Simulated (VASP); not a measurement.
Wanted: the native input for a VASP 6.6.1 run.

| Item | Value |
| --- | --- |
| Task | single point |
| Functional | PBE |
| Potentials or basis | VASP PAW PBE potentials, release 64 (Cd, F) |
| Cutoff | 520 eV |
| k mesh | 14 × 14 × 14 |
| Occupations | gaussian, width 0.1 eV |
| Spin | collinear spin, ferromagnetic start |
| Starting moments | [0.0, 0.38, 0.38, 0.38] μB |
| Dipole correction | no |
| Further INCAR settings | ALGO = Normal; EDIFF = 1e-06; NBANDS = 28 |

The structure of CdF3 lies in POSCAR:

```
CdF3
1.0
   -2.3453043242      2.3453043242      2.3453043242
    2.3453043242     -2.3453043242      2.3453043242
    2.3453043242      2.3453043242     -2.3453043242
Cd F
1 3
Direct
    0.0000000000      0.0000000000      0.0000000000
    0.0000000000      0.5000000000      0.5000000000
    0.5000000000      0.0000000000      0.5000000000
    0.5000000000      0.5000000000      0.0000000000
```

One way to write it, as run:

INCAR

```
SYSTEM = CdF3
ALGO = Normal
EDIFF = 1E-6
ENCUT = 520
GGA = PE
ISIF = 2
ISMEAR = 0
ISPIN = 2
LASPH = .TRUE.
LCHARG = .FALSE.
LORBIT = 11
LREAL = .FALSE.
LWAVE = .FALSE.
MAGMOM = 0 0.38 0.38 0.38
NBANDS = 28
NELM = 150
PREC = Accurate
SIGMA = 0.1
```

KPOINTS

```
k-points
0
G
  14 14 14
  0 0 0
```

Potentials or basis: VASP PAW PBE potentials, release 64 (Cd, F).

Launch:

```console
$ cat potpaw_PBE.64/Cd/POTCAR potpaw_PBE.64/F/POTCAR > POTCAR
$ mpirun -np 1 vasp_std > vasp.out
```

Results of the run:

```json
{
  "Pressure": "0.1 GPa",
  "Band gap on the k mesh": "zero (filled and empty bands overlap)",
  "Net moment": "1.00 μB per cell",
  "Site moments": "Cd -0.01; F +0.32 μB",
  "Valence electrons inside the program's atomic spheres": "Cd 10.03; F 5.97"
}
```

Run time: 6.5 min on 1 thread of Intel Xeon 8259CL, on a shared host, peak memory 0.34 GiB.
